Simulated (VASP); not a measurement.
# Ge in VASP: notebook

The runs below take Ge through single point, with PBE.

Everything below comes from runs of VASP 6.6.1. Logs are shortened: lines on timing, memory, paths and dates and some standing lists are left out, and cuts for length are marked.

## Step 1: The cell of the first run

The cell holds a slab with vacuum, 2 atoms: a = 4.051 Å, b = 4.051 Å, c = 28.000 Å, α = 90.00°, β = 90.00°, γ = 120.00°.

## Step 2: Single point, PBE

Input file INCAR:

```
PREC = Accurate
ENCUT = 520
EDIFF = 1E-7
ISMEAR = 0
SIGMA = 0.1
LREAL = F
LASPH = T
NELM = 60
ALGO = Normal
ISIF = 2
LWAVE = F
LCHARG = F
LDIPOL = T
IDIPOL = 3
DIPOL = 0.5 0.5 0.500
GGA = PE
NBANDS = 21
```

Input file KPOINTS:

```
regular mesh
0
Gamma
  12 12 1
```

Input file POSCAR:

```
Ge
1.0
    4.0510000000      0.0000000000      0.0000000000
   -2.0255000000      3.5082689107      0.0000000000
    0.0000000000      0.0000000000     28.0000000000
Ge
2
Direct
    0.3333333333      0.6666666667      0.5155714286
    0.6666666667      0.3333333333      0.4844285714
```

Potentials or basis: VASP PAW PBE potentials, release 64 (Ge_d).

On the command line:

```bash
$ cat potpaw_PBE.64/Ge_d/POTCAR > POTCAR
$ mpirun -np 1 vasp_std > vasp.out
```

OUTCAR:

```text
PREC = Accurate
   ENCUT = 520
   EDIFF = 1E-7
   ISMEAR = 0
   LREAL = F
   LASPH = T
   NELM = 60
   ISIF = 2
   GGA = PE

 ion  position               nearest neighbor table
   1  0.333  0.667  0.516-   2 2.50   2 2.50   2 2.50
   2  0.667  0.333  0.484-   1 2.50   1 2.50   1 2.50

  LATTYP: Found a hexagonal cell.
 ALAT       =     4.0510000000
 C/A-ratio  =     6.9118736115

  Lattice vectors:

 A1 = (   4.0510000000,   0.0000000000,   0.0000000000)
 A2 = (  -2.0255000000,   3.5082689107,   0.0000000000)
 A3 = (   0.0000000000,   0.0000000000,  28.0000000000)

Analysis of symmetry for initial positions (statically):
=====================================================================
 Subroutine PRICEL returns:
 Original cell was already a primitive cell.

 Routine SETGRP: Setting up the symmetry group for a
 hexagonal supercell.

 Subroutine GETGRP returns: Found 12 space group operations
 (whereof 12 operations were pure point group operations)
 out of a pool of 24 trial point group operations.

The static configuration has the point symmetry D_3d.

Analysis of symmetry for dynamics (positions and initial velocities):
=====================================================================
 Subroutine PRICEL returns:
 Original cell was already a primitive cell.

 Routine SETGRP: Setting up the symmetry group for a
 hexagonal supercell.

 Subroutine GETGRP returns: Found 12 space group operations
 (whereof 12 operations were pure point group operations)
 out of a pool of 24 trial point group operations.

The dynamic configuration has the point symmetry D_3d.

 Subroutine INISYM returns: Found 12 space group operations
 (whereof 12 operations are pure point group operations),
 and found     1 'primitive' translations

----------------------------------------------------------------------------------------

                                     Primitive cell

  volume of cell :     397.9359

  direct lattice vectors                    reciprocal lattice vectors
     4.051000000  0.000000000  0.000000000     0.246852629  0.142520432  0.000000000
    -2.025500000  3.508268911  0.000000000     0.000000000  0.285040864  0.000000000
     0.000000000  0.000000000 28.000000000     0.000000000  0.000000000  0.035714286

  length of vectors
     4.051000000  4.051000000 28.000000000     0.285040864  0.285040864  0.035714286

  position of ions in fractional coordinates (direct lattice)
     0.333333333  0.666666667  0.515571429
     0.666666667  0.333333333  0.484428571

  ion indices of the primitive-cell ions
   primitive index   ion index
                 1           1
                 2           2

----------------------------------------------------------------------------------------

 KPOINTS: regular mesh

Automatic generation of k-mesh.
 Grid dimensions read from file:
 generate k-points for:   12   12    1

 Generating k-lattice:

  Cartesian coordinates                     Fractional coordinates (reciprocal lattice)
     0.020571052  0.011876703  0.000000000     0.083333333  0.000000000  0.000000000
     0.000000000  0.023753405  0.000000000     0.000000000  0.083333333  0.000000000
     0.000000000  0.000000000  0.035714286     0.000000000  0.000000000  1.000000000

  Length of vectors
     0.023753405  0.023753405  0.035714286

  Shift w.r.t. Gamma in fractional coordinates (k-lattice)
     0.000000000  0.000000000  0.000000000

 Subroutine IBZKPT returns following result:
 ===========================================

 Found     19 irreducible k-points:

 Following reciprocal coordinates:
            Coordinates               Weight
  0.000000  0.000000  0.000000      1.000000
  0.083333  0.000000  0.000000      6.000000
  0.166667 -0.000000  0.000000      6.000000
  0.250000 -0.000000  0.000000      6.000000
  0.333333 -0.000000  0.000000      6.000000
  0.416667  0.000000  0.000000      6.000000
[... 11 lines left out ...]
  0.333333  0.250000  0.000000     12.000000
  0.333333  0.333333  0.000000      2.000000
   k-points           NKPTS =     19   k-points in BZ     NKDIM =     19   number of bands    NBANDS=     21
   number of dos      NEDOS =    301   number of ions     NIONS =      2
   total plane-waves  NPLWV = 189000
   dimension x,y,z NGX =    30 NGY =   30 NGZ =  210
   dimension x,y,z NGXF=    60 NGYF=   60 NGZF=  420
   ions per type =               2
   NGX,Y,Z   is equivalent  to a cutoff of  12.31, 12.31, 12.47 a.u.
   NGXF,Y,Z  is equivalent  to a cutoff of  24.62, 24.62, 24.94 a.u.
 SYSTEM =  unknown system
   PREC   = accura    normal or accurate (medium, high low for compatibility)
   ISTART =      0    job   : 0-new  1-cont  2-samecut
   ICHARG =      2    charge: 1-file 2-atom 10-const
   ISPIN  =      1    spin polarized calculation?
   LNONCOLLINEAR =      F non collinear calculations
   LSORBIT =      F    spin-orbit coupling
   LASPH  =      T    aspherical Exc in radial PAW
   ENCUT  =  520.0 eV  38.22 Ry    6.18 a.u.   7.53  7.53 52.06*2*pi/ulx,y,z
   NELM   =     60;   NELMIN=  2; NELMDL= -5     # of ELM steps
   EDIFF  = 0.1E-06   stopping-criterion for ELM
   LREAL  =      F    real-space projection
   EDIFFG = 0.1E-05   stopping-criterion for IOM
   NSW    =      0    number of steps for IOM
   IBRION =     -1    ionic relax: 0-MD 1-quasi-New 2-CG
   NFREE  =      0    steps in history (QN), initial steepest desc. (CG)
   ISIF   =      2    stress and relaxation
   ISYM   =      2    0-nonsym 1-usesym 2-fastsym
   POTIM  = 0.5000    time-step for ionic-motion
   TEBEG  =    0.0;   TEEND  =   0.0 temperature during run
   PSTRESS=    0.0 pullay stress
   NELECT =      28.0000    total number of electrons
   NUPDOWN=      -1.0000    fix difference up-down
   EMIN   =  10.00;   EMAX   =-10.00  energy-range for DOS
   EFERMI =   0.00;   METHOD = LEGACY
   ISMEAR =     0;   SIGMA  =   0.10  broadening in eV -4-tet -1-fermi 0-gaus
   EFERMI_NEDOS =   21; number of points for ismear=-14 and -15
   IALGO  =     38    algorithm
   IMIX   =      4    mixing-type and parameters
     AMIX     =   0.40;   BMIX     =  1.00
     AMIX_MAG =   1.60;   BMIX_MAG =  1.00
  volume/ion in A,a.u.               =     198.97      1342.70
  Fermi-wavevector in a.u.,A,eV,Ry     =   0.675860  1.277189  6.214953  0.456786
  Thomas-Fermi vector in A             =   1.753001
   LORBIT       =      0    0 simple, 1 ext, 2 COOP (PROOUT), +10 PAW based schemes
   GGA     = PE    functional components
   LHFCALC =     F    Hartree Fock is set to
   AEXX    =    0.0000 exact exchange contribution
   IVDW    =     0    specifies the selected vdW correction
   LEPSILON=     F    determine dielectric tensor
   LRPA    =     F    only Hartree local field effects (RPA)
 non-spin polarized calculation
 Gauss-broadening in eV      SIGMA  =   0.10
  energy-cutoff  :      520.00
  volume of cell :      397.94
 maximum number of plane-waves:     10773
   NGX = 15   NGY = 15   NGZ =105

 number of electron      28.0000011 magnetization

 dipolmoment           0.000000      0.000000     -0.000000 electrons x Angstroem

 Free energy of the ion-electron system (eV)
  ---------------------------------------------------
  ext. energy  EPLUGINS =         0.00000000
  ---------------------------------------------------
  free energy    TOTEN  =        -7.99990255 eV

  energy without entropy =       -7.99803775  energy(sigma->0) =       -7.99897015

 E-fermi :  -3.4124     XC(G=0):  -1.6568

 val. band max:       -3.5075235733   @ k =   0.3333   0.3333   0.0000
 cond. band min:      -3.3768824368   @ k =   0.0000   0.0000   0.0000
 fundamental gap:      0.1306411365
 Fermi energy:        -3.4123608893

 k-point     1 :       0.0000    0.0000    0.0000
  band No.  band energies     occupation
      1     -27.7141      2.00000
      2     -27.7141      2.00000
      3     -27.6555      2.00000
      4     -27.6555      2.00000
      5     -27.6463      2.00000
      6     -27.6437      2.00000
[... 13 lines left out ...]
     20       0.9959      0.00000
     21       1.3280      0.00000

 k-point     2 :       0.0833    0.0000    0.0000
  band No.  band energies     occupation
      1     -27.7160      2.00000
      2     -27.7144      2.00000
      3     -27.6623      2.00000
      4     -27.6532      2.00000
      5     -27.6400      2.00000
      6     -27.6375      2.00000
[... 13 lines left out ...]
     20       1.0831      0.00000
     21       1.4092      0.00000

 k-point     3 :       0.1667   -0.0000    0.0000
  band No.  band energies     occupation
      1     -27.7194      2.00000
      2     -27.7149      2.00000
      3     -27.6718      2.00000
      4     -27.6470      2.00000
      5     -27.6322      2.00000
      6     -27.6216      2.00000
[... 13 lines left out ...]
     20       1.5594      0.00000
     21       1.6527      0.00000

 k-point     4 :       0.2500   -0.0000    0.0000
  band No.  band energies     occupation
      1     -27.7211      2.00000
      2     -27.7150      2.00000
      3     -27.6811      2.00000
      4     -27.6388      2.00000
      5     -27.6247      2.00000
      6     -27.6021      2.00000
[... 13 lines left out ...]
     20       2.2448      0.00000
     21       2.2741      0.00000

 k-point     5 :       0.3333   -0.0000    0.0000
  band No.  band energies     occupation
      1     -27.7198      2.00000
      2     -27.7144      2.00000
      3     -27.6898      2.00000
      4     -27.6301      2.00000
      5     -27.6188      2.00000
      6     -27.5826      2.00000
[... 13 lines left out ...]
     20       2.8008      0.00000
     21       2.8876      0.00000
[... 262 lines left out ...]
     20       4.0105      0.00000
     21       4.1447      0.00000

 k-point    17 :       0.2500    0.2500    0.0000
  band No.  band energies     occupation
      1     -27.7187      2.00000
      2     -27.7163      2.00000
      3     -27.6988      2.00000
      4     -27.6211      2.00000
      5     -27.5939      2.00000
      6     -27.5664      2.00000
[... 13 lines left out ...]
     20       3.0950      0.00000
     21       3.3574      0.00000

 k-point    18 :       0.3333    0.2500    0.0000
  band No.  band energies     occupation
      1     -27.7188      2.00000
      2     -27.7130      2.00000
      3     -27.7054      2.00000
      4     -27.6138      2.00000
      5     -27.5897      2.00000
      6     -27.5596      2.00000
[... 13 lines left out ...]
     20       3.7928      0.00000
     21       3.9655      0.00000

 k-point    19 :       0.3333    0.3333    0.0000
  band No.  band energies     occupation
      1     -27.7191      2.00000
      2     -27.7100      2.00000
      3     -27.7100      2.00000
      4     -27.6108      2.00000
      5     -27.5862      2.00000
      6     -27.5607      2.00000
[... 13 lines left out ...]
     20       3.6598      0.00000
     21       3.7488      0.00000

------------------------ aborting loop because EDIFF is reached ----------------------------------------

 vacuum level on the upper side and lower side of the slab       (xc-potential included)        -0.006        -0.006

  FORCE on cell =-STRESS in cart. coord.  units (eV):
  Direction    XX          YY          ZZ          XY          YZ          ZX
  --------------------------------------------------------------------------------------
  -------------------------------------------------------------------------------------
  Total       -0.6314700     -0.6314700     -0.7070522      0.0000000      0.0000000     -0.0000000
  in kB       -2.5424367     -2.5424367     -2.8467474      0.0000000      0.0000000     -0.0000000
  external PRESSURE =      -2.6438736 kB  Pullay stress =       0.0000000 kB

 VOLUME and BASIS-vectors are now :
 -----------------------------------------------------------------------------
  energy-cutoff  :      520.00
  volume of cell :      397.94
      direct lattice vectors                 reciprocal lattice vectors
     4.051000000  0.000000000  0.000000000     0.246852629  0.142520432  0.000000000
    -2.025500000  3.508268911  0.000000000     0.000000000  0.285040864  0.000000000
     0.000000000  0.000000000 28.000000000     0.000000000  0.000000000  0.035714286

 POSITION                                       TOTAL-FORCE (eV/Angst)
 -----------------------------------------------------------------------------------
     -0.00000      2.33885     14.43600         0.000000     -0.000000     -0.795484
      2.02550      1.16942     13.56400        -0.000000      0.000000      0.795484
 -----------------------------------------------------------------------------------
    total drift:                                0.000000      0.000000      0.000000

  FREE ENERGIE OF THE ION-ELECTRON SYSTEM (eV)
  ---------------------------------------------------
  free  energy   TOTEN  =        -7.9999025452 eV

  energy  without entropy=       -7.9980377516  energy(sigma->0) =       -7.99897015

 vacuum level on the upper side and lower side of the slab         1.013         1.013
```

It took 2.5 min on 1 thread of Intel Xeon 6975P-C (Granite Rapids), shared host; peak memory 0.51 GiB.

Results:

| Item | Value |
| --- | --- |
| Free energy | -7.9999 eV |
| Largest force | 0.795 eV/Å |
| Band gap on the k mesh | zero (bands 14 and 15 overlap by 0.13 eV) |

Forces in eV/Å, atoms in the order of the input:
```
Ge   0.000  0.000 -0.795
Ge   0.000  0.000  0.795
```

## Step 3: Single point, PBE

Input file INCAR:

```
ALGO = Normal
DIPOL = 0.5 0.5 0.500
EDIFF = 1E-6
ENCUT = 520
GGA = PE
IDIPOL = 3
ISIF = 2
ISMEAR = 0
LASPH = T
LCHARG = F
LDIPOL = T
LREAL = F
LWAVE = F
NBANDS = 21
NELM = 100
PREC = Accurate
SIGMA = 0.1
```

Input file KPOINTS:

```
k-points
0
Gamma
  12 12 1
```

Input file POSCAR:

```
Ge
1.0
    4.0510000000      0.0000000000      0.0000000000
   -2.0255000000      3.5082689107      0.0000000000
    0.0000000000      0.0000000000     28.0000000000
Ge
2
Direct
    0.3333333333      0.6666666667      0.5025892857
    0.6666666667      0.3333333333      0.4974107143
```

Potentials or basis: VASP PAW PBE potentials, release 64 (Ge_d).

On the command line:

```bash
$ cat potpaw_PBE.64/Ge_d/POTCAR > POTCAR
$ mpirun -np 1 vasp_std > vasp.out
```

OUTCAR:

```text
EDIFF = 1E-6
   ENCUT = 520
   GGA = PE
   ISIF = 2
   ISMEAR = 0
   LASPH = T
   LREAL = F
   NELM = 100
   PREC = Accurate

 ion  position               nearest neighbor table
   1  0.333  0.667  0.503-   2 2.34   2 2.34   2 2.34
   2  0.667  0.333  0.497-   1 2.34   1 2.34   1 2.34

  LATTYP: Found a hexagonal cell.
 ALAT       =     4.0510000000
 C/A-ratio  =     6.9118736115

  Lattice vectors:

 A1 = (   4.0510000000,   0.0000000000,   0.0000000000)
 A2 = (  -2.0255000000,   3.5082689107,   0.0000000000)
 A3 = (   0.0000000000,   0.0000000000,  28.0000000000)

Analysis of symmetry for initial positions (statically):
=====================================================================
 Subroutine PRICEL returns:
 Original cell was already a primitive cell.

 Routine SETGRP: Setting up the symmetry group for a
 hexagonal supercell.

 Subroutine GETGRP returns: Found 12 space group operations
 (whereof 12 operations were pure point group operations)
 out of a pool of 24 trial point group operations.

The static configuration has the point symmetry D_3d.

Analysis of symmetry for dynamics (positions and initial velocities):
[... 157 lines left out ...]
 val. band max:       -3.8409642503   @ k =   0.3333   0.2500   0.0000
 cond. band min:      -3.2776248243   @ k =   0.3333   0.3333   0.0000
 fundamental gap:      0.5633394260
 Fermi energy:        -3.3560692902

 k-point     1 :       0.0000    0.0000    0.0000
  band No.  band energies     occupation
      1     -28.5494      2.00000
      2     -28.5190      2.00000
      3     -28.5190      2.00000
      4     -28.4716      2.00000
      5     -28.4716      2.00000
      6     -28.3341      2.00000
[... 445 lines left out ...]
     20       3.6769      0.00000
     21       3.6769      0.00000

------------------------ aborting loop because EDIFF is reached ----------------------------------------

 vacuum level on the upper side and lower side of the slab       (xc-potential included)        -0.006        -0.006

  FORCE on cell =-STRESS in cart. coord.  units (eV):
  Direction    XX          YY          ZZ          XY          YZ          ZX
  --------------------------------------------------------------------------------------
  -------------------------------------------------------------------------------------
  Total        0.7863469      0.7863469      0.0367466      0.0000000      0.0000000      0.0000000
  in kB        3.1660050      3.1660050      0.1479501      0.0000000      0.0000000      0.0000000
  external PRESSURE =       2.1599867 kB  Pullay stress =       0.0000000 kB

 VOLUME and BASIS-vectors are now :
 -----------------------------------------------------------------------------
  energy-cutoff  :      520.00
  volume of cell :      397.94
      direct lattice vectors                 reciprocal lattice vectors
     4.051000000  0.000000000  0.000000000     0.246852629  0.142520432  0.000000000
    -2.025500000  3.508268911  0.000000000     0.000000000  0.285040864  0.000000000
     0.000000000  0.000000000 28.000000000     0.000000000  0.000000000  0.035714286

 POSITION                                       TOTAL-FORCE (eV/Angst)
 -----------------------------------------------------------------------------------
     -0.00000      2.33885     14.07250         0.000000     -0.000000      0.356794
      2.02550      1.16942     13.92750        -0.000000      0.000000     -0.356794
 -----------------------------------------------------------------------------------
    total drift:                                0.000000     -0.000000      0.000000

  FREE ENERGIE OF THE ION-ELECTRON SYSTEM (eV)
  ---------------------------------------------------
  free  energy   TOTEN  =        -7.8431571936 eV

  energy  without entropy=       -7.8414543600  energy(sigma->0) =       -7.84230578

 vacuum level on the upper side and lower side of the slab         1.088         1.088
```

OSZICAR:

```text
N       E                     dE             d eps       ncg     rms          rms(c)
DAV:   1     0.157542962383E+03    0.15754E+03   -0.13751E+04   950   0.127E+03
DAV:   2     0.942873741182E+01   -0.14811E+03   -0.14298E+03  1076   0.257E+02
DAV:   3    -0.720914122657E+01   -0.16638E+02   -0.16590E+02  1037   0.107E+02
DAV:   4    -0.793018313869E+01   -0.72104E+00   -0.71753E+00  1042   0.265E+01
[... 11 lines left out ...]
DAV:  16    -0.784313285813E+01   -0.33343E-04   -0.12765E-06   745   0.303E-03    0.391E-04
DAV:  17    -0.784314407602E+01   -0.11218E-04   -0.25880E-07   768   0.211E-03    0.326E-04
DAV:  18    -0.784315346287E+01   -0.93868E-05   -0.25105E-07   717   0.137E-03    0.126E-04
DAV:  19    -0.784315623619E+01   -0.27733E-05   -0.61451E-08   669   0.949E-04    0.129E-04
DAV:  20    -0.784315719360E+01   -0.95741E-06   -0.10727E-08   637   0.631E-04
   1 F= -.78431572E+01 E0= -.78423058E+01  d E =-.170283E-02
```

stdout:

```text
POSCAR found type information on POSCAR Ge
 POSCAR found :  1 types and       2 ions
 scaLAPACK will be used
 LDA part: xc-table for (Slater+PW92), standard interpolation
 POSCAR, INCAR and KPOINTS ok, starting setup
 FFT: planning ... GRIDC
 FFT: planning ... GRID_SOFT
 FFT: planning ... GRID
 WAVECAR not read
 entering main loop
```

It took 2.3 min on 1 thread of Intel Xeon 6975P-C (Granite Rapids), shared host; peak memory 0.48 GiB.

What came out:

| Property | Result |
| --- | --- |
| Free energy | -7.8432 eV |
| Largest force | 0.357 eV/Å |
| Band gap on the k mesh | zero (bands 14 and 15 overlap by 1.06 eV) |

Forces on the atoms (eV/Å):
```
Ge   0.000  0.000  0.357
Ge   0.000  0.000 -0.357
```
